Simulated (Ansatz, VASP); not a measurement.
**BAs in VASP and in Ansatz**

```xyz
8
Lattice="3.4004 0.0000 0.0000 -1.7002 2.9448 0.0000 0.0000 0.0000 24.0232" Properties=species:S:1:pos:R:3 pbc="T T T"
As    0.0000    0.0000    7.5265
As    0.0000    1.9632   10.2924
As    1.7002    0.9816   13.0843
As    0.0000    0.0000   15.9494
B     0.0000    1.9632    8.1776
B     1.7002    0.9816   10.9806
B     0.0000    0.0000   13.7504
B     0.0000    1.9632   16.3315
```

Alike in both runs: functional PBE; k mesh 9 × 9 × 1; occupations gaussian, width 0.05 eV; no spin polarisation.

Ansatz relaxed the structure, and its values are those at the end. VASP's run is a single point on that final structure, the one shown.

|  | VASP | Ansatz |
| --- | --- | --- |
| version | VASP 6.6.1 | Ansatz 0.2.0 |
| potentials or method | VASP PAW PBE potentials, release 64 (As, B), cutoff 520 eV | scalar-relativistic, plane waves, PAW |
| valence electrons in the cell | 32 | 72 |

|  | VASP | Ansatz | Ansatz less VASP |
| --- | --- | --- | --- |
| gap on the k mesh at the Fermi level (eV) | none | none | - |
| rms of the force components (eV/Å) | 0.009 | 0.004 | -0.0055 |

A gap of «none» marks a metal or a gap that the smearing closes. VASP's potentials hold 32 valence electrons a cell and Ansatz's 72, so a difference there can come from the potentials and not from the codes.
